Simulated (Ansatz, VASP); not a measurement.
**Two plane-wave programs on Pb**

Contents of INCAR:

```
SYSTEM = Pb
PREC     = Accurate       ! precision mode
ENCUT    = 520            ! plane-wave cutoff, eV
EDIFF    = 1E-7           ! SCF threshold, eV
ISMEAR   = -1             ! smearing method
SIGMA    = 0.1            ! smearing width, eV
LREAL    = .False.        ! projectors in reciprocal space
LASPH    = .True.         ! aspherical terms in the spheres
NELM     = 100            ! most SCF steps
ALGO     = Normal         ! electronic algorithm
ISIF     = 2              ! what is computed and relaxed
LWAVE    = .False.        ! write WAVECAR
LCHARG   = .False.        ! write CHGCAR
GGA      = RP             ! functional
NBANDS   = 21             ! bands
```

File KPOINTS:

```
regular mesh
0
Gamma
  11 11 6
  0 0 0
```

POSCAR

```
Pb
1.0
    3.6499629177      0.0000000000      0.0000000000
   -1.8249814589      3.1609606096      0.0000000000
    0.0000000000      0.0000000000      5.9836385073
Pb
2
Direct
    0.3333333333      0.6666666667      0.2500000000
    0.6666666667      0.3333333333      0.7500000000
```

Input for Ansatz:

```yaml
crystal:
  lattice:
    - [3.6499629177, 0.0, 0.0]
    - [-1.8249814589, 3.1609606096, 0.0]
    - [0.0, 0.0, 5.9836385073]
  atoms:
    - { symbol: Pb, position: [0.3333333333, 0.6666666667, 0.25] }
    - { symbol: Pb, position: [0.6666666667, 0.3333333333, 0.75] }
hamiltonian:
  xc: rpbe
  pseudopotentials:
    kind: paw
    azcp:
      Pb: "pseudopotentials/Pb.paw.azcp"
basis:
  ecutwfc: 420
  fft_grid_basis: typed
kpoints:
  mp_grid: { grid: [11, 11, 6], shift: [0, 0, 0] }
magnetization:
  spin_polarized: false
scf:
  occupations: { method: fermi_dirac, width: 0.1 }
  lower_state_search: "off"
output:
  stress: true
  write_density: true
  write_potential: true
  elf: true
  volumetric_format: npy
```

Alike in both runs: task single point; functional RPBE; k mesh 11 × 11 × 6; occupations fermi-dirac, width 0.1 eV; no spin polarisation.

|  | VASP | Ansatz |
| --- | --- | --- |
| version | VASP 6.6.1 | Ansatz 0.2.0 |
| potentials or method | VASP PAW PBE potentials, release 64 (Pb_d), cutoff 520 eV | plane waves (420 eV) with PAW, scalar-relativistic |
| valence electrons in the cell | 28 | 28 |

```tsv
	VASP	Ansatz	Ansatz less VASP
pressure (GPa)	-1.4	-1.4	+0.05
```

VASP's potentials were made for PBE, not for RPBE. The functional is the same, so the differences come from potentials, cutoffs and numerics.

Neither program's run includes spin-orbit coupling.
